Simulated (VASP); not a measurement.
Write the native input for VASP 6.6.1 that does the following.

```
Task                   : single point
Functional             : PBE
Potentials or basis    : VASP PAW PBE potentials, release 64 (Mg, Se)
Cutoff                 : 600 eV
k mesh                 : 4 × 4 × 4
Occupations            : gaussian, width 0.01 eV
Spin                   : no spin polarisation
Dipole correction      : no
Further INCAR settings : ALGO = Normal; EDIFF = 1e-06; NBANDS = 11
```

The structure of MgSe lies in POSCAR:

```
MgSe
1.0
    0.0000000000      2.7362693761      2.7362693761
    2.7362693761      0.0000000000      2.7362693761
    2.7362693761      2.7362693761      0.0000000000
Mg Se
1 1
Direct
    0.0000000000      0.0000000000      0.0000000000
    0.5000000000      0.5000000000      0.5000000000
```

The input as run:

INCAR

```
SYSTEM = MgSe
PREC     = Accurate       ! precision mode
ENCUT    = 600            ! plane-wave cutoff, eV
EDIFF    = 1E-6           ! SCF threshold, eV
ISMEAR   = 0              ! smearing method
SIGMA    = 0.01           ! smearing width, eV
LREAL    = .FALSE.        ! projectors in reciprocal space
LASPH    = .TRUE.         ! aspherical terms in the spheres
NELM     = 120            ! most SCF steps
ALGO     = Normal         ! electronic algorithm
ISIF     = 2              ! what is computed and relaxed
LWAVE    = .FALSE.        ! write WAVECAR
LCHARG   = .TRUE.         ! write CHGCAR
GGA      = PE             ! functional
LELF     = .TRUE.         ! ELF
LVHAR    = .TRUE.       
NBANDS   = 11             ! bands
GGA_COMPAT= .FALSE.
```

KPOINTS

```
regular mesh
0
G
  4 4 4
  0 0 0
```

Potentials or basis: VASP PAW PBE potentials, release 64 (Mg, Se).

Run with:

```bash
$ cat potpaw_PBE.64/Mg/POTCAR potpaw_PBE.64/Se/POTCAR > POTCAR
$ mpirun -np 1 vasp_std > vasp.out
```

Results of the run:

```json
{
  "Pressure": "1.5 GPa",
  "Band gap on the k mesh": "1.75 eV, indirect (least direct gap 2.50 eV)"
}
```

Caveat: the k points lie up to 0.50 Å⁻¹ apart.

Wall time 5.6 s on 1 thread of Intel(R) Xeon(R) Platinum 8559C (Emerald Rapids) (shared host), peak memory 0.16 GiB.
